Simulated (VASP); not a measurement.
# BaTe (Fm-3m) in VASP: settings compared

The runs below take BaTe through single point, with PBE, r2SCAN.

Everything below comes from runs of VASP 6.6.1. Logs are shortened: lines on timing, memory, paths and dates and some standing lists are left out, and cuts for length are marked.

### Step 1. The cell of the first run

It takes space group Fm-3m (No. 225, cubic). Conventional cell: a = 7.203 Å, b = 7.203 Å, c = 7.203 Å, α = 90.00°, β = 90.00°, γ = 90.00°. Ba (site symmetry m-3m) has 6 Te at 3.60 Å within 4.7 Å. Within 4.7 Å of Te (site symmetry m-3m) lie 6 Ba at 3.60 Å.

### Step 2. Single point, PBE (volume changed by +6%)

INCAR

```
PREC     = Accurate       # precision mode
ENCUT    = 520            # plane-wave cutoff, eV
EDIFF    = 1E-7           # SCF threshold, eV
ISMEAR   = 0              # smearing method
SIGMA    = 0.01           # smearing width, eV
LREAL    = False          # projectors in reciprocal space
LASPH    = True           # aspherical terms in the spheres
NELM     = 60             # most SCF steps
ALGO     = Normal         # electronic algorithm
ISIF     = 2              # what is computed and relaxed
LWAVE    = False          # write WAVECAR
LCHARG   = False          # write CHGCAR
GGA      = PE             # functional
NBANDS   = 15             # bands
```

KPOINTS

```
Automatic mesh
0
Gamma
  6 6 6
```

POSCAR

```
BaTe
1.0
    0.0000000000      3.6016591405      3.6016591405
    3.6016591405      0.0000000000      3.6016591405
    3.6016591405      3.6016591405      0.0000000000
Ba Te
1 1
Direct
    0.0000000000      0.0000000000      0.0000000000
    0.5000000000      0.5000000000      0.5000000000
```

Potentials or basis: VASP PAW PBE potentials, release 64 (Ba_sv, Te).

Command:

```sh
> cat potpaw_PBE.64/Ba_sv/POTCAR potpaw_PBE.64/Te/POTCAR > POTCAR
> mpirun -np 1 vasp_std > vasp.out
```

OUTCAR:

```text
PREC = Accurate
   ENCUT = 520
   EDIFF = 1E-7
   ISMEAR = 0
   LREAL = False
   LASPH = True
   NELM = 60
   ISIF = 2
   GGA = PE

 ion  position               nearest neighbor table
   1  0.000  0.000  0.000-   2 3.60   2 3.60   2 3.60   2 3.60   2 3.60   2 3.60
   2  0.500  0.500  0.500-   1 3.60   1 3.60   1 3.60   1 3.60   1 3.60   1 3.60

  LATTYP: Found a face centered cubic cell.
 ALAT       =     7.2033182810

  Lattice vectors:

 A1 = (   0.0000000000,   3.6016591405,   3.6016591405)
 A2 = (   3.6016591405,   0.0000000000,   3.6016591405)
 A3 = (   3.6016591405,   3.6016591405,   0.0000000000)

Analysis of symmetry for initial positions (statically):
=====================================================================
 Subroutine PRICEL returns:
 Original cell was already a primitive cell.

 Routine SETGRP: Setting up the symmetry group for a
 face centered cubic supercell.

 Subroutine GETGRP returns: Found 48 space group operations
 (whereof 48 operations were pure point group operations)
 out of a pool of 48 trial point group operations.

The static configuration has the point symmetry O_h .

Analysis of symmetry for dynamics (positions and initial velocities):
=====================================================================
 Subroutine PRICEL returns:
 Original cell was already a primitive cell.

 Routine SETGRP: Setting up the symmetry group for a
 face centered cubic supercell.

 Subroutine GETGRP returns: Found 48 space group operations
 (whereof 48 operations were pure point group operations)
 out of a pool of 48 trial point group operations.

The dynamic configuration has the point symmetry O_h .

 Subroutine INISYM returns: Found 48 space group operations
 (whereof 48 operations are pure point group operations),
 and found     1 'primitive' translations

----------------------------------------------------------------------------------------

                                     Primitive cell

  volume of cell :      93.4411

  direct lattice vectors                    reciprocal lattice vectors
     0.000000000  3.601659140  3.601659140    -0.138824908  0.138824908  0.138824908
     3.601659140  0.000000000  3.601659140     0.138824908 -0.138824908  0.138824908
     3.601659140  3.601659140  0.000000000     0.138824908  0.138824908 -0.138824908

  length of vectors
     5.093515204  5.093515204  5.093515204     0.240451795  0.240451795  0.240451795

  position of ions in fractional coordinates (direct lattice)
     0.000000000  0.000000000  0.000000000
     0.500000000  0.500000000  0.500000000

  ion indices of the primitive-cell ions
   primitive index   ion index
                 1           1
                 2           2

[... 78 lines left out ...]
   EFERMI_NEDOS =   21; number of points for ismear=-14 and -15
   IALGO  =     38    algorithm
   IMIX   =      4    mixing-type and parameters
     AMIX     =   0.40;   BMIX     =  1.00
     AMIX_MAG =   1.60;   BMIX_MAG =  1.00
  volume/ion in A,a.u.               =      46.72       315.29
  Fermi-wavevector in a.u.,A,eV,Ry     =   0.909080  1.717913 11.244220  0.826427
  Thomas-Fermi vector in A             =   2.033083
   LORBIT       =      0    0 simple, 1 ext, 2 COOP (PROOUT), +10 PAW based schemes
   GGA     = PE    functional components
   LHFCALC =     F    Hartree Fock is set to
   AEXX    =    0.0000 exact exchange contribution
   IVDW    =     0    specifies the selected vdW correction
   LEPSILON=     F    determine dielectric tensor
   LRPA    =     F    only Hartree local field effects (RPA)
 non-spin polarized calculation
 Gauss-broadening in eV      SIGMA  =   0.01
  energy-cutoff  :      520.00
  volume of cell :       93.44
 maximum number of plane-waves:      2565
 NGX is ok and might be reduce to    40
   NGX = 19   NGY = 19   NGZ = 19

 number of electron      16.0000000 magnetization

 Free energy of the ion-electron system (eV)
  ---------------------------------------------------
  ext. energy  EPLUGINS =         0.00000000
  ---------------------------------------------------
  free energy    TOTEN  =        -8.61182512 eV

  energy without entropy =       -8.61182512  energy(sigma->0) =       -8.61182512

 E-fermi :   1.8042     XC(G=0):  -7.9074

 val. band max:        1.7630344371   @ k =   0.0000   0.0000   0.0000
 cond. band min:       3.4502809906   @ k =   0.5000   0.5000   0.0000
 fundamental gap:      1.6872465535
 Fermi energy:         1.8041779708

 k-point     1 :       0.0000    0.0000    0.0000
  band No.  band energies     occupation
      1     -25.4939      2.00000
      2     -10.6235      2.00000
      3     -10.6235      2.00000
      4     -10.6235      2.00000
      5      -7.5989      2.00000
      6       1.7630      2.00000
      7       1.7630      2.00000
      8       1.7630      2.00000
      9       4.3532      0.00000
     10       4.7251      0.00000
     11       4.7251      0.00000
     12       4.7251      0.00000
     13       5.2559      0.00000
     14       5.2559      0.00000
[... 257 lines left out ...]
      2     -10.7459      2.00000
      3     -10.7099      2.00000
      4     -10.7030      2.00000
      5      -7.3186      2.00000
      6       0.7504      2.00000
      7       0.7950      2.00000
      8       1.0600      2.00000
      9       4.3714      0.00000
     10       6.1617      0.00000
     11       6.2137      0.00000
     12       6.7106      0.00000
     13       7.2087      0.00000
     14       7.7982      0.00000
     15       9.4497      0.00000

------------------------ aborting loop because EDIFF is reached ----------------------------------------

  FORCE on cell =-STRESS in cart. coord.  units (eV):
  Direction    XX          YY          ZZ          XY          YZ          ZX
  --------------------------------------------------------------------------------------
  -------------------------------------------------------------------------------------
  Total       -0.7134138     -0.7134138     -0.7134138     -0.0000000      0.0000000      0.0000000
  in kB      -12.2324732    -12.2324732    -12.2324732     -0.0000000      0.0000000      0.0000000
  external PRESSURE =     -12.2324732 kB  Pullay stress =       0.0000000 kB

 VOLUME and BASIS-vectors are now :
 -----------------------------------------------------------------------------
  energy-cutoff  :      520.00
  volume of cell :       93.44
      direct lattice vectors                 reciprocal lattice vectors
     0.000000000  3.601659140  3.601659140    -0.138824908  0.138824908  0.138824908
     3.601659140  0.000000000  3.601659140     0.138824908 -0.138824908  0.138824908
     3.601659140  3.601659140  0.000000000     0.138824908  0.138824908 -0.138824908

 POSITION                                       TOTAL-FORCE (eV/Angst)
 -----------------------------------------------------------------------------------
      0.00000      0.00000      0.00000         0.000000      0.000000      0.000000
      3.60166      3.60166      3.60166        -0.000000     -0.000000     -0.000000
 -----------------------------------------------------------------------------------
    total drift:                                0.000000     -0.000000     -0.000000

  FREE ENERGIE OF THE ION-ELECTRON SYSTEM (eV)
  ---------------------------------------------------
  free  energy   TOTEN  =        -8.6118251171 eV

  energy  without entropy=       -8.6118251171  energy(sigma->0) =       -8.61182512
```

OSZICAR:

```text
N       E                     dE             d eps       ncg     rms          rms(c)
DAV:   1     0.888237261822E+02    0.88824E+02   -0.61535E+03   480   0.872E+02
DAV:   2    -0.245959775837E+01   -0.91283E+02   -0.82859E+02   650   0.159E+02
DAV:   3    -0.854795004054E+01   -0.60884E+01   -0.60436E+01   635   0.440E+01
DAV:   4    -0.873134558216E+01   -0.18340E+00   -0.18335E+00   651   0.747E+00
DAV:   5    -0.873435446526E+01   -0.30089E-02   -0.30088E-02   622   0.817E-01    0.336E+00
DAV:   6    -0.860001695622E+01    0.13434E+00   -0.15707E-01   599   0.192E+00    0.219E+00
DAV:   7    -0.860247814650E+01   -0.24612E-02   -0.11986E-01   593   0.186E+00    0.849E-01
DAV:   8    -0.861127516007E+01   -0.87970E-02   -0.17670E-02   529   0.882E-01    0.200E-01
DAV:   9    -0.861151611843E+01   -0.24096E-03   -0.10440E-03   641   0.189E-01    0.760E-02
DAV:  10    -0.861181246409E+01   -0.29635E-03   -0.52605E-04   508   0.151E-01    0.230E-02
DAV:  11    -0.861182871349E+01   -0.16249E-04   -0.52137E-05   636   0.391E-02    0.254E-02
DAV:  12    -0.861182391960E+01    0.47939E-05   -0.18174E-05   571   0.211E-02    0.129E-02
DAV:  13    -0.861182503846E+01   -0.11189E-05   -0.11979E-06   536   0.626E-03    0.291E-03
DAV:  14    -0.861182511711E+01   -0.78650E-07   -0.12641E-08   436   0.701E-04
   1 F= -.86118251E+01 E0= -.86118251E+01  d E =-.348653E-11
```

Run time: 36 s. Hardware: 1 thread of Intel Xeon 6975P-C, shared host; peak memory 0.24 GiB.

What came out:

```
Free energy            : -8.6118 eV
Pressure               : -1.2 GPa
Band gap on the k mesh : 1.69 eV, indirect (least direct gap 2.06 eV)
```

Caveat: spin-orbit coupling is left out, which moves the levels of the heavy elements. A k mesh can miss the band edges.

### Step 3. Single point, r2SCAN (volume changed by -6%)

POSCAR

```
BaTe
1.0
    0.0000000000      3.4602696089      3.4602696089
    3.4602696089      0.0000000000      3.4602696089
    3.4602696089      3.4602696089      0.0000000000
Ba Te
1 1
Direct
    0.0000000000      0.0000000000      0.0000000000
    0.5000000000      0.5000000000      0.5000000000
```

INCAR.step1

```
  ALGO = Normal
  EDIFF = 1E-4
  ENCUT = 520
  GGA = PE
  ISMEAR = 0
  LASPH = T
  LCHARG = F
  LREAL = F
  LWAVE = T
  NBANDS = 15
  NELM = 60
  PREC = Accurate
  SIGMA = 0.01
```

INCAR.step2

```
  ALGO = Normal
  EDIFF = 1E-7
  ENCUT = 520
  ISIF = 2
  ISMEAR = 0
  ISTART = 1
  LASPH = T
  LCHARG = F
  LMIXTAU = T
  LREAL = F
  LWAVE = F
  METAGGA = R2SCAN
  NBANDS = 15
  NELM = 60
  PREC = Accurate
  SIGMA = 0.01
```

KPOINTS

```
k-points
0
Gamma
  6 6 6
```

Potentials or basis: VASP PAW PBE potentials, release 64 (Ba_sv, Te).

Command:

```sh
> cat potpaw_PBE.64/Ba_sv/POTCAR potpaw_PBE.64/Te/POTCAR > POTCAR
> cp INCAR.step1 INCAR
> mpirun -np 1 vasp_std > vasp.out
> cp INCAR.step2 INCAR
> mpirun -np 1 vasp_std > vasp.out
```

It took 82 s on 1 thread of Intel Xeon 6975P-C, shared host; peak memory 0.22 GiB.

Results (log left out):

```yaml
Free_energy: -55.9835 eV
Pressure: 2.5 GPa
Band_gap_on_the_k_mesh: 1.80 eV, indirect (least direct gap 2.18 eV)
```

Levels at points of the mesh, in eV from the valence-band top:
| k point | band 5 | band 6 | band 7 | band 8 | band 9 | band 10 | band 11 | band 12 |
| --- | --- | --- | --- | --- | --- | --- | --- | --- |
| (0.00, 0.00, 0.00) | -9.90 | 0.00 | 0.00 | 0.00 | 3.32 | 3.32 | 3.32 | 3.74 |
| (0.50, 0.00, 0.00) | -9.01 | -2.32 | -1.20 | -1.20 | 4.70 | 5.35 | 5.48 | 5.48 |
| (0.50, 0.50, 0.00) | -9.67 | -1.16 | -0.39 | -0.39 | 1.80 | 5.00 | 5.52 | 6.39 |

Caveat: the PAW data sets were made with another functional, which shifts forces and pressure a little; spin-orbit coupling is left out, which moves the levels of the heavy elements. A k mesh can miss the band edges.
